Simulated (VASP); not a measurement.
# HfS2 (P-3m1) in VASP: further runs

Runs on HfS2. Level: PBE+D3(BJ). Tasks: phonons.

Everything below comes from runs of VASP 6.6.1. Logs are shortened: lines on timing, memory, paths and dates and some standing lists are left out, and cuts for length are marked.

### Step 1. The cell of the first run

Symmetry: P-3m1, No. 164, trigonal system. Conventional cell: a = 3.531 Å, b = 3.531 Å, c = 5.445 Å, α = 90.00°, β = 90.00°, γ = 120.00°. Within 3.3 Å of Hf (site symmetry -3m) lie 6 S at 2.51 Å. Within 3.3 Å of S (site symmetry 3m) lie 3 Hf at 2.51 Å and 3 S at 3.23 Å.

### Step 2. Phonons, PBE+D3(BJ)

INCAR

```
ALGO = Normal ; EDIFF = 1E-8
ENCUT = 500 ; GGA = PE
GGA_COMPAT = F ; IBRION = 6
ISIF = 2 ; ISMEAR = 0
IVDW = 12 ; LASPH = T
LCHARG = T ; LREAL = F
LWAVE = F ; NBANDS = 18
NELM = 120 ; NFREE = 2
NSW = 1 ; POTIM = 0.015
PREC = Accurate ; SIGMA = 0.01
```

KPOINTS

```
k-points
0
Gamma
  12 12 8
```

POSCAR

```
HfS2
1.0
    3.5308844954      0.0000000000      0.0000000000
   -1.7654422477      3.0578356708      0.0000000000
    0.0000000000      0.0000000000      5.4450090850
Hf S
1 2
Direct
    0.0000000000      0.0000000000      0.0000000000
    0.6666666667      0.3333333333      0.7301263888
    0.3333333333      0.6666666667      0.2698736112
```

Potentials or basis: VASP PAW PBE potentials, release 64 (Hf_pv, S).

Started as:

```bash
cat potpaw_PBE.64/Hf_pv/POTCAR potpaw_PBE.64/S/POTCAR > POTCAR
mpirun -np 1 vasp_std > vasp.out
```

OUTCAR:

```text
EDIFF = 1E-8
   ENCUT = 500
   GGA = PE
   IBRION = 6
   ISIF = 2
   ISMEAR = 0
   IVDW = 12
   LASPH = T
   LREAL = F
   NELM = 120
   NFREE = 2
   NSW = 1
   POTIM = 0.015
   PREC = Accurate
 IVDW          = 12

 ion  position               nearest neighbor table
   1  0.000  0.000  0.000-   2 2.51   3 2.51   3 2.51   2 2.51   2 2.51   3 2.51
   2  0.667  0.333  0.730-   1 2.51   1 2.51   1 2.51
   3  0.333  0.667  0.270-   1 2.51   1 2.51   1 2.51

  LATTYP: Found a hexagonal cell.
 ALAT       =     3.5308844954
 C/A-ratio  =     1.5421090925

  Lattice vectors:

 A1 = (   3.5308844954,   0.0000000000,   0.0000000000)
 A2 = (  -1.7654422477,   3.0578356708,   0.0000000000)
 A3 = (   0.0000000000,   0.0000000000,   5.4450090850)

Analysis of symmetry for initial positions (statically):
=====================================================================
 Subroutine PRICEL returns:
 Original cell was already a primitive cell.

 Routine SETGRP: Setting up the symmetry group for a
 hexagonal supercell.

 Subroutine GETGRP returns: Found 12 space group operations
 (whereof 12 operations were pure point group operations)
 out of a pool of 24 trial point group operations.

The static configuration has the point symmetry D_3d.

Analysis of symmetry for dynamics (positions and initial velocities):
=====================================================================
 Subroutine PRICEL returns:
 Original cell was already a primitive cell.

 Routine SETGRP: Setting up the symmetry group for a
 hexagonal supercell.

 Subroutine GETGRP returns: Found 12 space group operations
 (whereof 12 operations were pure point group operations)
 out of a pool of 24 trial point group operations.

The dynamic configuration has the point symmetry D_3d.

 Subroutine INISYM returns: Found 12 space group operations
 (whereof 12 operations are pure point group operations),
 and found     1 'primitive' translations

----------------------------------------------------------------------------------------

                                     Primitive cell

  volume of cell :      58.7890

  direct lattice vectors                    reciprocal lattice vectors
     3.530884495  0.000000000  0.000000000     0.283215155  0.163514346  0.000000000
    -1.765442248  3.057835671  0.000000000     0.000000000  0.327028692  0.000000000
     0.000000000  0.000000000  5.445009085     0.000000000  0.000000000  0.183654423

  length of vectors
     3.530884495  3.530884495  5.445009085     0.327028692  0.327028692  0.183654423

  position of ions in fractional coordinates (direct lattice)
     0.000000000  0.000000000  0.000000000
     0.666666667  0.333333333  0.730126389
     0.333333333  0.666666667  0.269873611

  ion indices of the primitive-cell ions
   primitive index   ion index
                 1           1
                 2           2
                 3           3

----------------------------------------------------------------------------------------

 KPOINTS: k-points

Automatic generation of k-mesh.
 Grid dimensions read from file:
 generate k-points for:   12   12    8

 Generating k-lattice:

  Cartesian coordinates                     Fractional coordinates (reciprocal lattice)
     0.023601263  0.013626196  0.000000000     0.083333333  0.000000000  0.000000000
     0.000000000  0.027252391  0.000000000     0.000000000  0.083333333  0.000000000
     0.000000000  0.000000000  0.022956803     0.000000000  0.000000000  0.125000000

  Length of vectors
     0.027252391  0.027252391  0.022956803

  Shift w.r.t. Gamma in fractional coordinates (k-lattice)
     0.000000000  0.000000000  0.000000000

 Subroutine IBZKPT returns following result:
 ===========================================

 Found    131 irreducible k-points:

 Following reciprocal coordinates:
            Coordinates               Weight
  0.000000  0.000000  0.000000      1.000000
  0.083333  0.000000  0.000000      6.000000
  0.166667  0.000000  0.000000      6.000000
  0.250000  0.000000  0.000000      6.000000
  0.333333  0.000000  0.000000      6.000000
  0.416667  0.000000  0.000000      6.000000
[... 16 lines left out ...]
  0.166667  0.000000  0.125000      6.000000
  0.000000  0.166667  0.125000      6.000000
 [... further k-points ...]
   k-points           NKPTS =    131   k-points in BZ     NKDIM =    131   number of bands    NBANDS=     18
   number of dos      NEDOS =    301   number of ions     NIONS =      3
   total plane-waves  NPLWV =  31360
   dimension x,y,z NGX =    28 NGY =   28 NGZ =   40
   dimension x,y,z NGXF=    56 NGYF=   56 NGZF=   80
   ions per type =               1   2
   NGX,Y,Z   is equivalent  to a cutoff of  13.18, 13.18, 12.21 a.u.
   NGXF,Y,Z  is equivalent  to a cutoff of  26.37, 26.37, 24.43 a.u.
 SYSTEM =  unknown system
   PREC   = accura    normal or accurate (medium, high low for compatibility)
   ISTART =      0    job   : 0-new  1-cont  2-samecut
   ICHARG =      2    charge: 1-file 2-atom 10-const
   ISPIN  =      1    spin polarized calculation?
   LNONCOLLINEAR =      F non collinear calculations
   LSORBIT =      F    spin-orbit coupling
   LASPH  =      T    aspherical Exc in radial PAW
   ENCUT  =  500.0 eV  36.75 Ry    6.06 a.u.   6.44  6.44  9.93*2*pi/ulx,y,z
   NELM   =    120;   NELMIN=  2; NELMDL= -5     # of ELM steps
   EDIFF  = 0.1E-07   stopping-criterion for ELM
   LREAL  =      F    real-space projection
   EDIFFG = 0.1E-06   stopping-criterion for IOM
   NSW    =     73    number of steps for IOM
   IBRION =      6    ionic relax: 0-MD 1-quasi-New 2-CG
   NFREE  =      2    steps in history (QN), initial steepest desc. (CG)
   ISIF   =      2    stress and relaxation
   ISYM   =      2    0-nonsym 1-usesym 2-fastsym
   POTIM  = 0.0150    time-step for ionic-motion
   TEBEG  =    0.0;   TEEND  =   0.0 temperature during run
   PSTRESS=    0.0 pullay stress
   NELECT =      22.0000    total number of electrons
   NUPDOWN=      -1.0000    fix difference up-down
   EMIN   =  10.00;   EMAX   =-10.00  energy-range for DOS
   EFERMI =   0.00;   METHOD = LEGACY
   ISMEAR =     0;   SIGMA  =   0.01  broadening in eV -4-tet -1-fermi 0-gaus
   EFERMI_NEDOS =   21; number of points for ismear=-14 and -15
   IALGO  =     38    algorithm
   IMIX   =      4    mixing-type and parameters
     AMIX     =   0.40;   BMIX     =  1.00
     AMIX_MAG =   1.60;   BMIX_MAG =  1.00
  volume/ion in A,a.u.               =      19.60       132.24
  Fermi-wavevector in a.u.,A,eV,Ry     =   1.179733  2.229372 18.936172  1.391769
  Thomas-Fermi vector in A             =   2.316038
   LORBIT       =      0    0 simple, 1 ext, 2 COOP (PROOUT), +10 PAW based schemes
   GGA     = PE    functional components
   LHFCALC =     F    Hartree Fock is set to
   AEXX    =    0.0000 exact exchange contribution
   IVDW    =    12    specifies the selected vdW correction
   LEPSILON=     F    determine dielectric tensor
   LRPA    =     F    only Hartree local field effects (RPA)
 finite differences with symmetry
 non-spin polarized calculation
 Gauss-broadening in eV      SIGMA  =   0.01
  energy-cutoff  :      500.00
  volume of cell :       58.79
 maximum number of plane-waves:      1520
 NGX is ok and might be reduce to    28
   NGX = 13   NGY = 13   NGZ = 19

--------------------------------------- Ionic step        1  -------------------------------------------

 number of electron      22.0000003 magnetization

 Free energy of the ion-electron system (eV)
  ---------------------------------------------------
  ext. energy  EPLUGINS =         0.00000000
  ---------------------------------------------------
  free energy    TOTEN  =       -22.67012787 eV

  energy without entropy =      -22.67012787  energy(sigma->0) =      -22.67012787

------------------------ aborting loop because EDIFF is reached ----------------------------------------

 Edisp (eV)   -1.14147

 E8    (eV) :    -0.4942
[... 319 lines left out ...]
--------------------------------------- Ionic step        9  -------------------------------------------

 number of electron      22.0000002 magnetization

 Free energy of the ion-electron system (eV)
  ---------------------------------------------------
  ext. energy  EPLUGINS =         0.00000000
  ---------------------------------------------------
  free energy    TOTEN  =       -22.66757031 eV

  energy without entropy =      -22.66757031  energy(sigma->0) =      -22.66757031

 E-fermi :   5.1832     XC(G=0): -10.4002

 val. band max:        5.1160686758   @ k =   0.0000   0.0000   0.0000
 cond. band min:       5.4333175655   @ k =   0.5000   0.0000   0.5000
 fundamental gap:      0.3172488897
 Fermi energy:         5.1831642825

 k-point     1 :       0.0000    0.0000    0.0000
  band No.  band energies     occupation
      1     -25.9661      2.00000
      2     -25.8309      2.00000
      3     -25.8309      2.00000
      4      -8.9868      2.00000
      5      -6.7450      2.00000
      6      -0.8834      2.00000
[... 481 lines left out ...]
      5      -6.8937      2.00000
      6      -0.3475      2.00000
[... 10 lines left out ...]
     17      11.6435      0.00000
     18      12.4465      0.00000

 [... further k-points ...]

------------------------ aborting loop because EDIFF is reached ----------------------------------------

 Edisp (eV)   -1.14166

 E8    (eV) :    -0.4943
[... 26 lines left out ...]
  FREE ENERGIE OF THE ION-ELECTRON SYSTEM (eV)
  ---------------------------------------------------
  free  energy   TOTEN  =       -23.8092338717 eV

  energy  without entropy=      -23.8092338717  energy(sigma->0) =      -23.80923387

 INTERNAL STRAIN TENSORS FROM DISPLACED ATOMS
 ============================================

 INTERNAL STRAIN TENSOR FOR ION    1 for displacements in x,y,z  (eV/Angst):
          X           Y           Z          XY          YZ          ZX
  --------------------------------------------------------------------------------
  x     0.00000     0.00000     0.00000     0.00000     0.00000     0.00000
  y     0.00000     0.00000     0.00000     0.00000     0.00000     0.00000
  z     0.00000     0.00000     0.00000     0.00000     0.00000     0.00000

 INTERNAL STRAIN TENSOR FOR ION    3 for displacements in x,y,z  (eV/Angst):
          X           Y           Z          XY          YZ          ZX
  --------------------------------------------------------------------------------
  x     0.00000     0.00000     0.00000     4.11432     0.00000   -11.13038
  y     4.11432    -4.11432     0.00000     0.00000   -11.13039     0.00000
  z   -10.73597   -10.73597   -15.64534     0.00000     0.00000     0.00000

 Eigenvectors and eigenvalues of the dynamical matrix
 ----------------------------------------------------

   1 f  =   10.744106 THz    67.507212 2PiTHz  358.384815 cm-1    44.434034 meV
             X         Y         Z           dx          dy          dz
      0.000000  0.000000  0.000000    -0.000000    0.000000   -0.000000
      1.765442  1.019279  3.975545    -0.000000    0.000000   -0.707107
     -0.000000  2.038557  1.469464     0.000000   -0.000000    0.707107
[... 25 lines left out ...]
   6 f  =    4.951717 THz    31.112557 2PiTHz  165.171508 cm-1    20.478648 meV
             X         Y         Z           dx          dy          dz
      0.000000  0.000000  0.000000    -0.000002   -0.514731    0.000000
      1.765442  1.019279  3.975545     0.000003    0.606239    0.000000
     -0.000000  2.038557  1.469464     0.000003    0.606239    0.000000

   7 f/i=    0.000860 THz     0.005405 2PiTHz    0.028696 cm-1     0.003558 meV
             X         Y         Z           dx          dy          dz
      0.000000  0.000000  0.000000    -0.000000   -0.000000   -0.857667
      1.765442  1.019279  3.975545    -0.000000   -0.000000   -0.363599
     -0.000000  2.038557  1.469464    -0.000000   -0.000000   -0.363599

   8 f/i=    0.003476 THz     0.021843 2PiTHz    0.115961 cm-1     0.014377 meV
             X         Y         Z           dx          dy          dz
      0.000000  0.000000  0.000000    -0.663542    0.542922   -0.000000
      1.765442  1.019279  3.975545    -0.281692    0.230486   -0.000000
     -0.000000  2.038557  1.469464    -0.281692    0.230486   -0.000000

   9 f/i=    0.003476 THz     0.021843 2PiTHz    0.115961 cm-1     0.014377 meV
             X         Y         Z           dx          dy          dz
      0.000000  0.000000  0.000000     0.542922    0.663542   -0.000000
      1.765442  1.019279  3.975545     0.230486    0.281692   -0.000000
     -0.000000  2.038557  1.469464     0.230486    0.281692   -0.000000

 ELASTIC MODULI CONTR FROM IONIC RELAXATION (kBar)
 Direction    XX          YY          ZZ          XY          YZ          ZX
 --------------------------------------------------------------------------------
 XX        -523.7471   -305.8613   -604.4867     -0.0000    294.7212      0.0000
 YY        -305.8613   -523.7471   -604.4867      0.0000   -294.7212     -0.0000
 ZZ        -604.4867   -604.4867   -880.9075      0.0000      0.0000     -0.0000
 XY          -0.0000      0.0000      0.0000   -108.9429      0.0000    294.7209
 YZ         294.7212   -294.7212      0.0000      0.0000   -797.3034     -0.0000
 ZX           0.0000     -0.0000     -0.0000    294.7209     -0.0000   -797.3021
 --------------------------------------------------------------------------------
```

Wall time 24 min (1 thread of AMD EPYC 7R43 (Zen 3), shared host); peak memory 0.87 GiB.

Results:

```yaml
Highest_phonon_frequency_at_Γ_LO-TO_splitting_left_out: 358 cm⁻¹
Dispersion_energy_per_atom: -0.381 eV
```

Phonon frequencies in cm⁻¹ (negative: imaginary):
```csv
q point,frequencies
"(0.000, 0.000, 0.000)",0 0 0 165 165 268 268 320 358
```

Caveat: the cell stands under pressure or tension, which shifts response properties; spin-orbit coupling is left out, which moves the levels of the heavy elements.

(Continued in part 2 of 2.)
